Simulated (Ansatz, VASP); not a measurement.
**Two plane-wave programs on WSe2**

POSCAR

```
WSe2
1.0
    3.2499135477      0.0000000000      0.0000000000
   -1.6249567739      2.8145076924      0.0000000000
    0.0000000000      0.0000000000     19.3559783174
Se W
2 1
Direct
    0.6666666667      0.3333333333      0.4133089978
    0.6666666667      0.3333333333      0.5866910022
    0.3333333333      0.6666666667      0.5000000000
```

Contents of INCAR.step1:

```
SYSTEM = WSe2
  ALGO = Normal
  DIPOL = 0.5 0.5 0.500
  EDIFF = 1E-5
  ENCUT = 400
  GGA = PE
  GGA_COMPAT = .False.
  IDIPOL = 3
  ISIF = 2
  ISMEAR = 0
  LASPH = .True.
  LCHARG = .False.
  LDIPOL = .True.
  LREAL = .False.
  LWAVE = .True.
  NBANDS = 20
  NELM = 120
  NELMDL = -8
  PREC = Accurate
  SIGMA = 0.03
```

File INCAR.step2:

```
SYSTEM = WSe2
  ALGO = Normal
  DIPOL = 0.5 0.5 0.500
  EDIFF = 1E-6
  ENCUT = 400
  GGA = PE
  GGA_COMPAT = .False.
  HFSCREEN = 0.2079
  IDIPOL = 3
  ISIF = 2
  ISMEAR = 0
  ISTART = 1
  LASPH = .True.
  LCHARG = .False.
  LDIPOL = .True.
  LHFCALC = .True.
  LREAL = .False.
  LWAVE = .False.
  NBANDS = 20
  NELM = 120
  PREC = Accurate
  PRECFOCK = Normal
  SIGMA = 0.03
```

The input KPOINTS:

```
k-points
0
Gamma
  6 6 1
  0 0 0
```

Input for Ansatz:

```yaml
crystal:
  lattice:
    - [3.2499135477, 0.0, 0.0]
    - [-1.6249567739, 2.8145076924, 0.0]
    - [0.0, 0.0, 19.3559783174]
  atoms:
    - { symbol: Se, position: [0.6666666667, 0.3333333333, 0.4133089978] }
    - { symbol: W, position: [0.3333333333, 0.6666666667, 0.5] }
    - { symbol: Se, position: [0.6666666667, 0.3333333333, 0.5866910022] }
basis:
  ecutwfc: 420
kpoints:
  mp_grid: { grid: [6, 6, 1] }
hamiltonian:
  xc: hse06
  pseudopotentials: { kind: paw, azcp: { folder: soft_1 } }
scf:
  occupations: { method: gaussian, width: 0.03 }
  n_extra_bands: 7
  max_iter: 160
output:
  eigenvalues: true
  write_density: true
  write_potential: true
  elf: true
  volumetric_format: npy
efield:
  axis: 3
  dipole_correction: true
```

Alike in both runs: task single point; functional HSE06; k mesh 6 × 6 × 1; occupations gaussian, width 0.03 eV; no spin polarisation.

|  | VASP | Ansatz |
| --- | --- | --- |
| version | VASP 6.6.1 | Ansatz 0.2.0 |
| potentials or method | VASP PAW PBE potentials, release 64 (Se, W_sv), cutoff 400 eV | scalar-relativistic, plane waves, PAW |
| valence electrons in the cell | 26 | 46 |

VASP gave:

| Property | Result |
| --- | --- |
| gap on the k mesh at the Fermi level (eV) | 2.20 |
| least direct gap on the mesh (eV) | 2.27 |

Problem. Which values does Ansatz return?

Solution. gap on the k mesh at the Fermi level (eV): 2.20; least direct gap on the mesh (eV): 2.28.

VASP's potentials hold 26 valence electrons a cell and Ansatz's 46, so a difference there can come from the potentials and not from the codes. Ansatz's warnings: xc potential rough in thin density.

Spin-orbit coupling is off throughout.
